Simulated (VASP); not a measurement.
A run of VASP 6.6.1 is set up as follows.

INCAR

```
  PREC = Accurate
  ENCUT = 520
  EDIFF = 1E-7
  ISMEAR = 0
  SIGMA = 0.1
  LREAL = False
  LASPH = True
  NELM = 60
  ALGO = Normal
  ISIF = 2
  LWAVE = False
  LCHARG = False
  GGA = PE
  IVDW = 12
  NBANDS = 38
```

The input KPOINTS:

```
Automatic mesh
0
Gamma
  8 10 6
```

Contents of POSCAR:

```
SiNi
1.0
    5.0991297860      0.0000000000      0.0000000000
    0.0000000000      3.3420814477      0.0000000000
    0.0000000000      0.0000000000      5.5412309580
Si Ni
4 4
Direct
    0.3227909087      0.7500000000      0.0849735216
    0.1772090913      0.2500000000      0.5849735216
    0.8227909087      0.7500000000      0.4150264784
    0.6772090913      0.2500000000      0.9150264784
    0.0095733320      0.2500000000      0.1870197075
    0.4904266680      0.7500000000      0.6870197075
    0.5095733320      0.2500000000      0.3129802925
    0.9904266680      0.7500000000      0.8129802925
```

Potentials or basis: VASP PAW PBE potentials, release 64 (Si, Ni).

The run is started by

```bash
$ cat potpaw_PBE.64/Si/POTCAR potpaw_PBE.64/Ni/POTCAR > POTCAR
$ mpirun -np 1 vasp_std > vasp.out
```

(1) Predict the largest force.

(2) Estimate the pressure.

(3) What does it give for the band gap on the k mesh?

Answers

(1) 0.012 eV/Å.

(2) 0.0 GPa.

(3) zero (bands 28 and 29 overlap by 1.85 eV).
